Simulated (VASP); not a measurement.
RbCl (rocksalt type), 2 atoms in the cell. Symmetry: Fm-3m, No. 225, cubic system. The conventional cell has a = 5.649 Å, b = 5.649 Å, c = 5.649 Å, α = 90.00°, β = 90.00°, γ = 90.00°. Within 3.7 Å of Rb (site symmetry m-3m) lie 6 Cl at 2.82 Å. Cl (site symmetry m-3m) has 6 Rb at 2.82 Å within 3.7 Å. 

| Property | Result |
| --- | --- |
| Program | VASP 6.6.1 |
| Task | single point |
| Functional | PBE |
| Potentials or basis | VASP PAW PBE potentials, release 64 (Rb_sv, Cl) |
| Cutoff | 500 eV |
| k mesh | 13 × 13 × 13 |
| Occupations | fermi-dirac, width 0.1 eV |
| Spin | no spin polarisation |
| Dipole correction | no |
| Further INCAR settings | ALGO = Normal; EDIFF = 1e-06; NBANDS = 15 |

Potentials or basis: VASP PAW PBE potentials, release 64 (Rb_sv, Cl).

Launch:

```sh
$ cat potpaw_PBE.64/Rb_sv/POTCAR potpaw_PBE.64/Cl/POTCAR > POTCAR
$ mpirun -np 1 vasp_std > vasp.out
```

Hardware: 1 thread of Intel(R) Xeon(R) Platinum 8488C (Sapphire Rapids) (shared host).

**Question.** How long does it take, and how much memory?

**Answer.** It took 45 s on 1 thread of Intel(R) Xeon(R) Platinum 8488C (Sapphire Rapids) (shared host), peak memory 0.19 GiB. Counts: scf iterations 13, k points 84.
